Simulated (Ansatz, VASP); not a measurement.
## ZnO: VASP beside Ansatz

Contents of INCAR:

```
SYSTEM = ZnO
PREC = Accurate ; ENCUT = 520
EDIFF = 1E-6 ; ISMEAR = 0
SIGMA = 0.05 ; LREAL = .False.
LASPH = .True. ; NELM = 80
ALGO = Normal ; ISIF = 2
LWAVE = .False. ; LCHARG = .False.
NBANDS = 16
```

KPOINTS

```
regular mesh
0
Gamma
  12 12 12
  0 0 0
```

File POSCAR:

```
ZnO
1.0
    0.0000000000      2.1152059500      2.1694420000
    2.1152059500      0.0000000000      2.1694420000
    2.1152059500      2.1152059500      0.0000000000
Zn O
1 1
Direct
    0.0000000000      0.0000000000      0.0000000000
    0.5000000000      0.5000000000      0.5000000000
```

Input for Ansatz:

```yaml
crystal:
  lattice:
    - [0.0, 2.11520595, 2.169442]
    - [2.11520595, 0.0, 2.169442]
    - [2.11520595, 2.11520595, 0.0]
  atoms:
    - { symbol: Zn, position: [0.0, 0.0, 0.0] }
    - { symbol: O, position: [0.5, 0.5, 0.5] }
basis:
  ecutwfc: 420
kpoints:
  mp_grid: { grid: [12, 12, 12] }
hamiltonian:
  xc: lda
scf:
  occupations: { method: gaussian, width: 0.05 }
output:
  forces: true
  stress: true
  eigenvalues: true
```

Change from the starting cell: strain -0.025 along x and y, +0.000 along z, atoms carried along.

Alike in both runs: task single point; functional LDA; k mesh 12 × 12 × 12; occupations gaussian, width 0.05 eV; no spin polarisation.

|  | VASP | Ansatz |
| --- | --- | --- |
| version | VASP 6.6.1 | Ansatz 0.2.0 |
| potentials or method | VASP PAW LDA potentials, release 64 (Zn, O), cutoff 520 eV | scalar-relativistic, plane waves, PAW |
| valence electrons in the cell | 18 | 18 |

VASP gave:

* gap on the k mesh at the Fermi level (eV): 0.85
* least direct gap on the mesh (eV): 2.24
* pressure (GPa): -5.6
* traceless stress, the component that is largest in VASP (GPa): -1.46

Q: What did Ansatz give for the same quantities?

A: gap on the k mesh at the Fermi level (eV): 0.85; least direct gap on the mesh (eV): 2.25; pressure (GPa): -7.0; traceless stress, the component that is largest in VASP (GPa): -1.30.

LDA's correlation is that of Perdew and Zunger in VASP and of Perdew and Wang (1992) in Ansatz.
